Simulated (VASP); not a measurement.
# SnO2 in VASP: notebook

Runs on SnO2. Level: LDA. Tasks: single point, relaxation of shape and atoms at fixed volume.

All numbers are computed with VASP 6.6.1; they aren't measurements. Logs are shortened: lines on timing, memory, paths and dates and some standing lists are left out, and cuts for length are marked.

## 1. The cell of the first run

The typed cell holds 12 atoms: a = 5.699 Å, b = 5.699 Å, c = 5.671 Å, α = 112.34°, β = 107.38°, γ = 108.26°.

## 2. Single point, LDA (shear of c along a, cell held: +2.0 %, then relaxed in part)

The input, INCAR:

```
ALGO = Normal
EDIFF = 1E-6
ENCUT = 520
ISIF = 2
ISMEAR = 0
KPAR = 4
LASPH = True
LCHARG = False
LREAL = False
LWAVE = False
NBANDS = 64
NELM = 60
PREC = Accurate
SIGMA = 0.02
```

The input, KPOINTS:

```
k-points
0
Gamma
  6 6 6
```

The input, POSCAR:

```
SnO2
1.0
   -3.1904240030      3.3392222528      3.3392226050
    3.1904240030     -3.3392222528      3.3392226050
    3.1387693704      3.3932860068     -3.2851588452
Sn O
4 8
Direct
    0.9999968748      0.2499968853      0.7499999321
    0.0000031252      0.7500031147      0.2500000679
    0.5000000000      0.5000000000      0.5000000000
    0.5000000000      0.0000000000      0.0000000000
    0.1932153283      0.1932564741      0.4981796652
    0.6934257145      0.7490113964      0.9442569874
    0.1932153193      0.6932519511      0.9981752150
    0.3065761050      0.7509903558      0.5557430923
    0.6934238950      0.2490096442      0.4442569077
    0.3065742855      0.2509886036      0.0557430126
    0.8067846807      0.3067480489      0.0018247850
    0.8067846717      0.8067435259      0.5018203348
```

Potentials or basis: VASP PAW LDA potentials, release 64 (Sn_d, O).

On the command line:

```sh
$ cat potpaw_LDA.64/Sn_d/POTCAR potpaw_LDA.64/O/POTCAR > POTCAR
$ mpirun -np 4 vasp_std > vasp.out
```

OUTCAR:

```text
EDIFF = 1E-6
   ENCUT = 520
   ISIF = 2
   ISMEAR = 0
   LASPH = True
   LREAL = False
   NELM = 60
   PREC = Accurate

 ion  position               nearest neighbor table
   1  1.000  0.250  0.750-  11 2.04   5 2.04  12 2.05   7 2.05   9 2.06  10 2.06   2 3.16   2 3.16
                             4 3.68   3 3.68   3 3.71   4 3.71   3 3.72   4 3.72   4 3.72   3 3.72
   2  0.000  0.750  0.250-   7 2.04  12 2.04   5 2.05  11 2.05   8 2.06   6 2.06   1 3.16   1 3.16
                             4 3.68   3 3.68   3 3.71   4 3.71   3 3.72   4 3.72   4 3.72   3 3.72
   3  0.500  0.500  0.500-   5 2.04  12 2.04   9 2.05   8 2.05  10 2.05   6 2.05   4 3.16   4 3.16
                             2 3.68   1 3.68   1 3.71   2 3.71   1 3.72   2 3.72   2 3.72   1 3.72
   4  0.500  0.000  0.000-   7 2.04  11 2.04  10 2.05   6 2.05   8 2.05   9 2.05   3 3.16   3 3.16
                             1 3.68   2 3.68   2 3.71   1 3.71   1 3.72   2 3.72   2 3.72   1 3.72
   5  0.193  0.193  0.498-   1 2.04   3 2.04   2 2.05
   6  0.693  0.749  0.944-   4 2.05   3 2.05   2 2.06
   7  0.193  0.693  0.998-   2 2.04   4 2.04   1 2.05
   8  0.307  0.751  0.556-   3 2.05   4 2.05   2 2.06
   9  0.693  0.249  0.444-   3 2.05   4 2.05   1 2.06
  10  0.307  0.251  0.056-   4 2.05   3 2.05   1 2.06
  11  0.807  0.307  0.002-   1 2.04   4 2.04   2 2.05
  12  0.807  0.807  0.502-   2 2.04   3 2.04   1 2.05

  LATTYP: Found a triclinic cell.
 ALAT       =     5.6990892411
 B/A-ratio  =     1.6573170906
 C/A-ratio  =     1.8686229404
 COS(alpha) =     0.0011563780
 COS(beta)  =     0.4977054403
 COS(gamma) =     0.8316410111

  Lattice vectors:

 A1 = (  -3.1904240030,   3.3392222528,  -3.3392226050)
 A2 = (  -0.0516546326,   6.7325082596,  -6.6243814502)
 A3 = (  -9.4679627438,  -3.4473497608,  -3.4473501246)

Analysis of symmetry for initial positions (statically):
=====================================================================
 Subroutine PRICEL returns:
 Original cell was already a primitive cell.

 Routine SETGRP: Setting up the symmetry group for a
 triclinic supercell.

 Subroutine GETGRP returns: Found  2 space group operations
 (whereof  2 operations were pure point group operations)
 out of a pool of  2 trial point group operations.

The static configuration has the point symmetry S_2 .

Analysis of symmetry for dynamics (positions and initial velocities):
=====================================================================
 Subroutine PRICEL returns:
[... 141 lines left out ...]
   NUPDOWN=      -1.0000    fix difference up-down
   EMIN   =  10.00;   EMAX   =-10.00  energy-range for DOS
   EFERMI =   0.00;   METHOD = LEGACY
   ISMEAR =     0;   SIGMA  =   0.02  broadening in eV -4-tet -1-fermi 0-gaus
   EFERMI_NEDOS =   21; number of points for ismear=-14 and -15
   IALGO  =     38    algorithm
   IMIX   =      4    mixing-type and parameters
     AMIX     =   0.40;   BMIX     =  1.00
     AMIX_MAG =   1.60;   BMIX_MAG =  1.00
  volume/ion in A,a.u.               =      11.86        80.02
  Fermi-wavevector in a.u.,A,eV,Ry     =   1.474641  2.786667 29.586760  2.174565
  Thomas-Fermi vector in A             =   2.589387
   LORBIT       =      0    0 simple, 1 ext, 2 COOP (PROOUT), +10 PAW based schemes
   GGA     = CA    functional components
   LHFCALC =     F    Hartree Fock is set to
   AEXX    =    0.0000 exact exchange contribution
   IVDW    =     0    specifies the selected vdW correction
   LEPSILON=     F    determine dielectric tensor
   LRPA    =     F    only Hartree local field effects (RPA)
 non-spin polarized calculation
 Gauss-broadening in eV      SIGMA  =   0.02
  energy-cutoff  :      520.00
  volume of cell :      142.30
 maximum number of plane-waves:      3875
   NGX = 21   NGY = 21   NGZ = 21

 number of electron     104.0000011 magnetization

 Free energy of the ion-electron system (eV)
  ---------------------------------------------------
  ext. energy  EPLUGINS =         0.00000000
  ---------------------------------------------------
  free energy    TOTEN  =       -84.53720643 eV

  energy without entropy =      -84.53720643  energy(sigma->0) =      -84.53720643

 E-fermi :   6.0378     XC(G=0): -11.8267

 val. band max:        5.9324817988   @ k =   0.0000   0.0000   0.0000
 cond. band min:       7.1592185572   @ k =   0.0000   0.0000   0.0000
 fundamental gap:      1.2267367584
 Fermi energy:         6.0378274998

 k-point     1 :       0.0000    0.0000    0.0000
  band No.  band energies     occupation
      1     -15.0997      2.00000
      2     -14.8876      2.00000
      3     -14.8187      2.00000
      4     -14.3577      2.00000
      5     -14.3360      2.00000
      6     -14.3358      2.00000
[... 1597 lines left out ...]
     63      16.5691      0.00000
     64      16.5895      0.00000

 [... further k-points ...]

------------------------ aborting loop because EDIFF is reached ----------------------------------------

  FORCE on cell =-STRESS in cart. coord.  units (eV):
  Direction    XX          YY          ZZ          XY          YZ          ZX
  --------------------------------------------------------------------------------------
  -------------------------------------------------------------------------------------
  Total        3.2446301     -1.1116047      1.8646436     -0.0367093     -0.2749738     -0.6957012
  in kB       36.5322716    -12.5158940     20.9945869     -0.4133207     -3.0960127     -7.8331098
  external PRESSURE =      15.0036548 kB  Pullay stress =       0.0000000 kB

 VOLUME and BASIS-vectors are now :
 -----------------------------------------------------------------------------
  energy-cutoff  :      520.00
  volume of cell :      142.30
      direct lattice vectors                 reciprocal lattice vectors
    -3.190424003  3.339222253  3.339222605    -0.002537362  0.147311170  0.149735450
     3.190424003 -3.339222253  3.339222605     0.156718981 -0.000000000  0.149735450
     3.138769370  3.393286007 -3.285158845     0.156718981  0.149735466  0.000000000

 POSITION                                       TOTAL-FORCE (eV/Angst)
 -----------------------------------------------------------------------------------
     -0.03874      5.04938      1.71014         0.000010      0.000006      0.000083
      3.17751     -1.65609      1.68315        -0.000010     -0.000006     -0.000083
      1.56938      1.69664      1.69664        -0.000000     -0.000000      0.000000
     -1.59521      1.66961      1.66961        -0.000000     -0.000000      0.000000
      1.56380      1.69033     -0.34608        -0.000119     -0.001984      0.021036
      3.14115      3.01852      1.71458        -0.000245      0.026889     -0.001989
      4.72837      1.71736     -0.31905         0.000028     -0.001985      0.021047
      3.16222      0.40180      1.70575         0.000247     -0.026894      0.002083
     -0.02345      2.99149      1.68754        -0.000247      0.026894     -0.002083
     -0.00238      0.37476      1.67870         0.000245     -0.026889      0.001989
     -1.58960      1.67593      3.71234        -0.000028      0.001985     -0.021047
      1.57497      1.70296      3.73937         0.000119      0.001984     -0.021036
 -----------------------------------------------------------------------------------
    total drift:                               -0.000000     -0.000000      0.000000

  FREE ENERGIE OF THE ION-ELECTRON SYSTEM (eV)
  ---------------------------------------------------
  free  energy   TOTEN  =       -84.5372064308 eV

  energy  without entropy=      -84.5372064308  energy(sigma->0) =      -84.53720643
```

OSZICAR:

```text
N       E                     dE             d eps       ncg     rms          rms(c)
DAV:   1     0.159166687129E+04    0.15917E+04   -0.48783E+04 16816   0.260E+03
DAV:   2     0.248518463596E+03   -0.13431E+04   -0.12721E+04 15056   0.803E+02
DAV:   3    -0.688131609850E+02   -0.31733E+03   -0.30987E+03 15512   0.282E+02
DAV:   4    -0.960482553553E+02   -0.27235E+02   -0.26939E+02 17848   0.914E+01
DAV:   5    -0.968533620375E+02   -0.80511E+00   -0.80250E+00 16864   0.163E+01    0.223E+01
DAV:   6    -0.845812677822E+02    0.12272E+02   -0.41509E+01 23296   0.697E+01    0.849E+00
DAV:   7    -0.847215157581E+02   -0.14025E+00   -0.47505E+00 16136   0.898E+00    0.469E+00
DAV:   8    -0.845781158068E+02    0.14340E+00   -0.71013E-01 21016   0.597E+00    0.117E+00
DAV:   9    -0.845369849590E+02    0.41131E-01   -0.19590E-01 21536   0.461E+00    0.228E-01
DAV:  10    -0.845371473603E+02   -0.16240E-03   -0.13963E-02 20008   0.837E-01    0.836E-02
DAV:  11    -0.845372033649E+02   -0.56005E-04   -0.96985E-04 21056   0.299E-01    0.308E-02
DAV:  12    -0.845372174135E+02   -0.14049E-04   -0.11529E-04 19296   0.657E-02    0.288E-02
DAV:  13    -0.845372063596E+02    0.11054E-04   -0.31566E-05 20336   0.568E-02    0.616E-03
DAV:  14    -0.845372064308E+02   -0.71221E-07   -0.64164E-06 18392   0.216E-02
   1 F= -.84537206E+02 E0= -.84537206E+02  d E =-.466454E-16
```

It took 6.4 min on 4 MPI ranks of Intel Xeon Platinum 8259CL at 2.50GHz (Skylake/Cascade Lake), shared host; peak memory 0.72 GiB.

Results:

| Property | Result |
| --- | --- |
| Free energy | -84.5372 eV |
| Pressure | 1.5 GPa |
| Largest force | 0.027 eV/Å |
| Band gap on the k mesh | 1.23 eV |

Forces in eV/Å, atoms in the order of the input:
```
Sn   0.000  0.000  0.000
Sn   0.000  0.000  0.000
Sn   0.000  0.000  0.000
Sn   0.000  0.000  0.000
O    0.000 -0.002  0.021
O    0.000  0.027 -0.002
O    0.000 -0.002  0.021
O    0.000 -0.027  0.002
O    0.000  0.027 -0.002
O    0.000 -0.027  0.002
O    0.000  0.002 -0.021
O    0.000  0.002 -0.021
```

Levels at points of the mesh, in eV from the valence-band top:
| k point | band 48 | band 49 | band 50 | band 51 | band 52 | band 53 | band 54 | band 55 | band 56 | band 57 |
| --- | --- | --- | --- | --- | --- | --- | --- | --- | --- | --- |
| (0.00, 0.00, 0.00) | -0.92 | -0.86 | -0.82 | -0.79 | 0.00 | 1.23 | 4.68 | 4.72 | 6.08 | 6.12 |
| (0.50, 0.00, 0.00) | -1.10 | -0.76 | -0.73 | -0.66 | -0.65 | 4.35 | 4.39 | 6.33 | 6.38 | 6.92 |
| (0.00, 0.50, 0.00) | -1.08 | -0.92 | -0.92 | -0.51 | -0.51 | 4.51 | 4.51 | 6.14 | 6.14 | 8.53 |
| (0.50, 0.50, 0.00) | -1.11 | -0.85 | -0.85 | -0.54 | -0.54 | 4.51 | 4.51 | 6.09 | 6.09 | 8.55 |
| (0.00, 0.00, 0.50) | -1.11 | -0.85 | -0.85 | -0.54 | -0.54 | 4.51 | 4.51 | 6.09 | 6.09 | 8.57 |
| (0.50, 0.00, 0.50) | -1.11 | -0.93 | -0.93 | -0.54 | -0.54 | 4.51 | 4.51 | 6.13 | 6.13 | 8.55 |
| (0.00, 0.50, 0.50) | -1.13 | -0.77 | -0.73 | -0.68 | -0.67 | 4.34 | 4.39 | 6.32 | 6.37 | 6.89 |
| (0.50, 0.50, 0.50) | -1.35 | -1.30 | -1.23 | -0.99 | -0.90 | 4.77 | 4.81 | 6.08 | 6.08 | 7.37 |

Caveat: the cell differs from its parent crystal (shear of c along a, cell held: +2.0 %, then relaxed in part); spin-orbit coupling is left out, which moves the levels of the heavy elements.

## 3. Single point, LDA

This run uses another cell than the first one, of 11.69 Å³/atom.

The input, INCAR:

```
SYSTEM = SnO2
ALGO = Normal
EDIFF = 1E-6
ENCUT = 520
GGA = CA
ISIF = 2
ISMEAR = 0
LASPH = .TRUE.
LCHARG = .TRUE.
LELF = .TRUE.
LREAL = .FALSE.
LVHAR = .TRUE.
LWAVE = .FALSE.
NBANDS = 64
NELM = 60
PREC = Accurate
SIGMA = 0.02
```

The input, KPOINTS:

```
k-points
0
G
  6 6 6
  0 0 0
```

The input, POSCAR:

```
SnO2
1.0
   -3.1823249801      3.3197113714      3.3197113421
    3.1823249801     -3.3197113714      3.3197113421
    3.1823249801      3.3197113714     -3.3197113421
Sn O
4 8
Direct
    0.9999908027      0.2499908027      0.7500000000
    0.0000091973      0.7500091973      0.2500000000
    0.5000000000      0.5000000000      0.5000000000
    0.5000000000      0.0000000000      0.0000000000
    0.1941394257      0.1941460919      0.5000066662
    0.6941488888      0.7500094660      0.9441394228
    0.1941394257      0.6941327596      0.9999933338
    0.3058700432      0.7500094660      0.5558605772
    0.6941299568      0.2499905340      0.4441394228
    0.3058511112      0.2499905340      0.0558605772
    0.8058605743      0.3058672404      0.0000066662
    0.8058605743      0.8058539081      0.4999933338
```

Potentials or basis: VASP PAW LDA potentials, release 64 (Sn_d, O).

On the command line:

```sh
$ cat potpaw_LDA.64/Sn_d/POTCAR potpaw_LDA.64/O/POTCAR > POTCAR
$ mpirun -np 1 vasp_std > vasp.out
```

OUTCAR:

```text
SYSTEM = SnO2
   EDIFF = 1E-6
   ENCUT = 520
   GGA = CA
   ISIF = 2
   ISMEAR = 0
   LASPH = .TRUE.
   LREAL = .FALSE.
   NELM = 60
   PREC = Accurate

 ion  position               nearest neighbor table
   1  1.000  0.250  0.750-   9 2.03  10 2.03  11 2.05  12 2.05   5 2.05   7 2.05   2 3.18   2 3.18
                             4 3.68   3 3.68   4 3.68   3 3.68   3 3.68   4 3.68   3 3.68   4 3.68
   2  0.000  0.750  0.250-   6 2.03   8 2.03   7 2.05   5 2.05  12 2.05  11 2.05   1 3.18   1 3.18
                             4 3.68   3 3.68   4 3.68   3 3.68   3 3.68   4 3.68   3 3.68   4 3.68
   3  0.500  0.500  0.500-   5 2.03  12 2.03   8 2.05   9 2.05  10 2.05   6 2.05   4 3.18   4 3.18
                             2 3.68   1 3.68   2 3.68   1 3.68   2 3.68   1 3.68   1 3.68   2 3.68
[... 1846 lines left out ...]
  energy-cutoff  :      520.00
  volume of cell :      140.28
      direct lattice vectors                 reciprocal lattice vectors
    -3.182324980  3.319711371  3.319711342     0.000000000  0.150615504  0.150615505
     3.182324980 -3.319711371  3.319711342     0.157117831  0.000000000  0.150615505
     3.182324980  3.319711371 -3.319711342     0.157117831  0.150615504  0.000000000

 POSITION                                       TOTAL-FORCE (eV/Angst)
 -----------------------------------------------------------------------------------
      0.00000      4.97957      1.65979        -0.000000      0.000000      0.000180
      3.18232     -1.65986      1.65992        -0.000000      0.000000     -0.000180
      1.59116      1.65986      1.65986        -0.000000      0.000000      0.000000
     -1.59116      1.65986      1.65986        -0.000000      0.000000     -0.000000
      1.59120      1.65986     -0.37088        -0.000040      0.000000      0.019863
      3.18232      2.94883      1.65992         0.000000      0.019855     -0.000047
      4.77345      1.65986     -0.37088         0.000040      0.000000      0.019863
      3.18232      0.37088      1.65992        -0.000000     -0.019855     -0.000047
      0.00000      2.94883      1.65979         0.000000      0.019855      0.000047
     -0.00000      0.37088      1.65979        -0.000000     -0.019855      0.000047
     -1.59112      1.65986      3.69059        -0.000040      0.000000     -0.019863
      1.59112      1.65986      3.69059         0.000040     -0.000000     -0.019863
 -----------------------------------------------------------------------------------
    total drift:                               -0.000000     -0.000000      0.000000

  FREE ENERGIE OF THE ION-ELECTRON SYSTEM (eV)
  ---------------------------------------------------
  free  energy   TOTEN  =       -84.5255883347 eV

  energy  without entropy=      -84.5255883347  energy(sigma->0) =      -84.52558833
```

OSZICAR:

```text
N       E                     dE             d eps       ncg     rms          rms(c)
DAV:   1     0.159871789923E+04    0.15987E+04   -0.48599E+04  6896   0.261E+03
DAV:   2     0.249341766398E+03   -0.13494E+04   -0.12763E+04  6176   0.806E+02
DAV:   3    -0.686842180277E+02   -0.31803E+03   -0.31068E+03  6328   0.283E+02
DAV:   4    -0.961346667471E+02   -0.27450E+02   -0.27148E+02  7328   0.917E+01
DAV:   5    -0.969467461311E+02   -0.81208E+00   -0.80951E+00  6984   0.164E+01    0.225E+01
DAV:   6    -0.845606742296E+02    0.12386E+02   -0.41520E+01  9568   0.696E+01    0.856E+00
DAV:   7    -0.847095534700E+02   -0.14888E+00   -0.48414E+00  6640   0.904E+00    0.472E+00
DAV:   8    -0.845668160003E+02    0.14274E+00   -0.71128E-01  8528   0.619E+00    0.117E+00
DAV:   9    -0.845253974796E+02    0.41419E-01   -0.20164E-01  8808   0.477E+00    0.236E-01
DAV:  10    -0.845255155446E+02   -0.11806E-03   -0.14312E-02  8224   0.849E-01    0.842E-02
DAV:  11    -0.845255879495E+02   -0.72405E-04   -0.96361E-04  8672   0.298E-01    0.311E-02
DAV:  12    -0.845256004847E+02   -0.12535E-04   -0.10693E-04  7872   0.686E-02    0.286E-02
DAV:  13    -0.845255877510E+02    0.12734E-04   -0.48642E-05  8568   0.815E-02    0.349E-03
DAV:  14    -0.845255883347E+02   -0.58376E-06   -0.65961E-06  5904   0.123E-02
   1 F= -.84525588E+02 E0= -.84525588E+02  d E =-.289539E-31
```

stdout:

```text
POSCAR found type information on POSCAR SnO
 POSCAR found :  2 types and      12 ions
 scaLAPACK will be used
 LDA part: xc-table for (Slater(with rela. corr.)+CA(PZ))
 , standard interpolation
 POSCAR, INCAR and KPOINTS ok, starting setup
 FFT: planning ... GRIDC
 FFT: planning ... GRID_SOFT
 FFT: planning ... GRID
 WAVECAR not read
 entering main loop
```

Run time: 12 min. Hardware: 1 thread of Intel Xeon 8259CL, shared host; peak memory 0.4 GiB.

Results:

| Quantity | Value |
| --- | --- |
| Free energy | -84.5256 eV |
| Pressure | 4.1 GPa |
| Largest force | 0.020 eV/Å |
| Band gap on the k mesh | 1.35 eV |

Forces on the atoms (eV/Å):
```
Sn   0.000  0.000  0.000
Sn   0.000  0.000  0.000
Sn   0.000  0.000  0.000
Sn   0.000  0.000  0.000
O    0.000  0.000  0.020
O    0.000  0.020  0.000
O    0.000  0.000  0.020
O    0.000 -0.020  0.000
O    0.000  0.020  0.000
O    0.000 -0.020  0.000
O    0.000  0.000 -0.020
O    0.000  0.000 -0.020
```

Caveat: the cell stands under pressure; spin-orbit coupling is left out, which moves the levels of the heavy elements.

[end of part 1 of 2]
